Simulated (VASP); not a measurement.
# NaH (P4/mmm) in VASP: further runs

The runs below take NaH through single point, with PBE.

Program: VASP 6.6.1. These are calculated values, not measurements. Logs are shortened: lines on timing, memory, paths and dates and some standing lists are left out, and cuts for length are marked.

## Step 1: The cell of the first run

The structure is tetragonal, space group P4/mmm (No. 123). The conventional cell has a = 2.881 Å, b = 2.881 Å, c = 3.029 Å, α = 90.00°, β = 90.00°, γ = 90.00°. Within 3.4 Å of Na (site symmetry 4/mmm) lie 8 H at 2.54 Å and 6 Na at 2.88 to 3.03 Å. H (site symmetry 4/mmm) has 8 Na at 2.54 Å and 6 H at 2.88 to 3.03 Å within 3.4 Å.

## Step 2: Single point, PBE (strain -0.025 along x and y, +0.025 along z)

INCAR

```
PREC = Accurate
ENCUT = 520
EDIFF = 1E-6
ISMEAR = 0
SIGMA = 0.05
LREAL = F
LASPH = T
NELM = 80
ALGO = Normal
ISIF = 2
LWAVE = F
LCHARG = F
GGA = PE
NBANDS = 11
```

KPOINTS

```
regular mesh
0
Gamma
  10 10 10
```

POSCAR

```
NaH
1.0
    2.8812459000      0.0000000000      0.0000000000
    0.0000000000      2.8812459000      0.0000000000
    0.0000000000      0.0000000000      3.0290021000
Na H
1 1
Direct
    0.0000000000      0.0000000000      0.0000000000
    0.5000000000      0.5000000000      0.5000000000
```

Potentials or basis: VASP PAW PBE potentials, release 64 (Na_pv, H).

Started as:

```
$ cat potpaw_PBE.64/Na_pv/POTCAR potpaw_PBE.64/H/POTCAR > POTCAR
$ mpirun -np 1 vasp_std > vasp.out
```

OUTCAR:

```text
PREC = Accurate
   ENCUT = 520
   EDIFF = 1E-6
   ISMEAR = 0
   LREAL = F
   LASPH = T
   NELM = 80
   ISIF = 2
   GGA = PE

 ion  position               nearest neighbor table
   1  0.000  0.000  0.000-
   2  0.500  0.500  0.500-

  LATTYP: Found a simple tetragonal cell.
 ALAT       =     2.8812459000
 C/A-ratio  =     1.0512820513

  Lattice vectors:

 A1 = (   2.8812459000,   0.0000000000,   0.0000000000)
 A2 = (   0.0000000000,   2.8812459000,   0.0000000000)
 A3 = (   0.0000000000,   0.0000000000,   3.0290021000)

Analysis of symmetry for initial positions (statically):
=====================================================================
 Subroutine PRICEL returns:
 Original cell was already a primitive cell.

 Routine SETGRP: Setting up the symmetry group for a
 simple tetragonal supercell.

 Subroutine GETGRP returns: Found 16 space group operations
 (whereof 16 operations were pure point group operations)
 out of a pool of 16 trial point group operations.

The static configuration has the point symmetry D_4h.

Analysis of symmetry for dynamics (positions and initial velocities):
=====================================================================
 Subroutine PRICEL returns:
 Original cell was already a primitive cell.

 Routine SETGRP: Setting up the symmetry group for a
 simple tetragonal supercell.

 Subroutine GETGRP returns: Found 16 space group operations
 (whereof 16 operations were pure point group operations)
 out of a pool of 16 trial point group operations.

The dynamic configuration has the point symmetry D_4h.

 Subroutine INISYM returns: Found 16 space group operations
 (whereof 16 operations are pure point group operations),
 and found     1 'primitive' translations

----------------------------------------------------------------------------------------

                                     Primitive cell

  volume of cell :      25.1455

  direct lattice vectors                    reciprocal lattice vectors
     2.881245900  0.000000000  0.000000000     0.347072077  0.000000000  0.000000000
     0.000000000  2.881245900  0.000000000     0.000000000  0.347072077  0.000000000
     0.000000000  0.000000000  3.029002100     0.000000000  0.000000000  0.330141732

  length of vectors
     2.881245900  2.881245900  3.029002100     0.347072077  0.347072077  0.330141732

  position of ions in fractional coordinates (direct lattice)
[... 85 lines left out ...]
   ISIF   =      2    stress and relaxation
   ISYM   =      2    0-nonsym 1-usesym 2-fastsym
   POTIM  = 0.5000    time-step for ionic-motion
   TEBEG  =    0.0;   TEEND  =   0.0 temperature during run
   PSTRESS=    0.0 pullay stress
   NELECT =       8.0000    total number of electrons
   NUPDOWN=      -1.0000    fix difference up-down
   EMIN   =  10.00;   EMAX   =-10.00  energy-range for DOS
   EFERMI =   0.00;   METHOD = LEGACY
   ISMEAR =     0;   SIGMA  =   0.05  broadening in eV -4-tet -1-fermi 0-gaus
   EFERMI_NEDOS =   21; number of points for ismear=-14 and -15
   IALGO  =     38    algorithm
   IMIX   =      4    mixing-type and parameters
     AMIX     =   0.40;   BMIX     =  1.00
     AMIX_MAG =   1.60;   BMIX_MAG =  1.00
  volume/ion in A,a.u.               =      12.57        84.85
  Fermi-wavevector in a.u.,A,eV,Ry     =   1.117596  2.111950 16.993953  1.249020
  Thomas-Fermi vector in A             =   2.254220
   LORBIT       =      0    0 simple, 1 ext, 2 COOP (PROOUT), +10 PAW based schemes
   GGA     = PE    functional components
   LHFCALC =     F    Hartree Fock is set to
   AEXX    =    0.0000 exact exchange contribution
   IVDW    =     0    specifies the selected vdW correction
   LEPSILON=     F    determine dielectric tensor
   LRPA    =     F    only Hartree local field effects (RPA)
 non-spin polarized calculation
 Gauss-broadening in eV      SIGMA  =   0.05
  energy-cutoff  :      520.00
  volume of cell :       25.15
 maximum number of plane-waves:       699
 NGX is ok and might be reduce to    24
   NGX = 11   NGY = 11   NGZ = 11

 number of electron       8.0000003 magnetization

 Free energy of the ion-electron system (eV)
  ---------------------------------------------------
  ext. energy  EPLUGINS =         0.00000000
  ---------------------------------------------------
  free energy    TOTEN  =        -4.75470304 eV

  energy without entropy =       -4.75470304  energy(sigma->0) =       -4.75470304

 E-fermi :   1.6655     XC(G=0):  -8.2513

 val. band max:        1.4585532006   @ k =   0.5000   0.5000   0.5000
 cond. band min:       2.1532424433   @ k =   0.0000   0.0000   0.5000
 fundamental gap:      0.6946892428
 Fermi energy:         1.6654672970

 k-point     1 :       0.0000    0.0000    0.0000
  band No.  band energies     occupation
      1     -23.1419      2.00000
      2     -23.1360      2.00000
      3     -23.1360      2.00000
      4      -4.6012      2.00000
      5      10.0956      0.00000
      6      12.2937      0.00000
      7      12.9569      0.00000
      8      13.0182      0.00000
      9      14.6978      0.00000
     10      14.6978      0.00000
     11      27.0309      0.00000
[... 309 lines left out ...]
 k-point    24 :       0.2000    0.0000    0.1000
  band No.  band energies     occupation
      1     -23.2106      2.00000
      2     -23.1483      2.00000
      3     -23.1283      2.00000
      4      -3.8112      2.00000
      5       7.4485      0.00000
      6       9.6391      0.00000
      7      12.9704      0.00000
      8      15.3013      0.00000
      9      15.7149      0.00000
     10      20.4642      0.00000
     11      21.0585      0.00000

 [... further k-points ...]

------------------------ aborting loop because EDIFF is reached ----------------------------------------

  FORCE on cell =-STRESS in cart. coord.  units (eV):
  Direction    XX          YY          ZZ          XY          YZ          ZX
  --------------------------------------------------------------------------------------
  -------------------------------------------------------------------------------------
  Total        0.4431102      0.4431102     -0.4796631      0.0000000      0.0000000      0.0000000
  in kB       28.2333320     28.2333320    -30.5623415      0.0000000      0.0000000      0.0000000
  external PRESSURE =       8.6347742 kB  Pullay stress =       0.0000000 kB

 VOLUME and BASIS-vectors are now :
 -----------------------------------------------------------------------------
  energy-cutoff  :      520.00
  volume of cell :       25.15
      direct lattice vectors                 reciprocal lattice vectors
     2.881245900  0.000000000  0.000000000     0.347072077  0.000000000  0.000000000
     0.000000000  2.881245900  0.000000000     0.000000000  0.347072077  0.000000000
     0.000000000  0.000000000  3.029002100     0.000000000  0.000000000  0.330141732

 POSITION                                       TOTAL-FORCE (eV/Angst)
 -----------------------------------------------------------------------------------
      0.00000      0.00000      0.00000         0.000000      0.000000      0.000000
      1.44062      1.44062      1.51450         0.000000      0.000000      0.000000
 -----------------------------------------------------------------------------------
    total drift:                                0.000000      0.000000      0.000000

  FREE ENERGIE OF THE ION-ELECTRON SYSTEM (eV)
  ---------------------------------------------------
  free  energy   TOTEN  =        -4.7547030397 eV

  energy  without entropy=       -4.7547030397  energy(sigma->0) =       -4.75470304
```

It took 14 s on 1 thread of Intel Xeon Platinum 8259CL at 2.50GHz (Skylake/Cascade Lake), shared host; peak memory 0.15 GiB.

What came out:

```
Free energy            : -4.7547 eV
Pressure               : 0.9 GPa
Band gap on the k mesh : 0.69 eV, indirect (least direct gap 4.40 eV)
```

Caveat: the cell differs from its parent crystal (strain -0.025 along x and y, +0.025 along z).

(Part 1 of 2 ends here.)
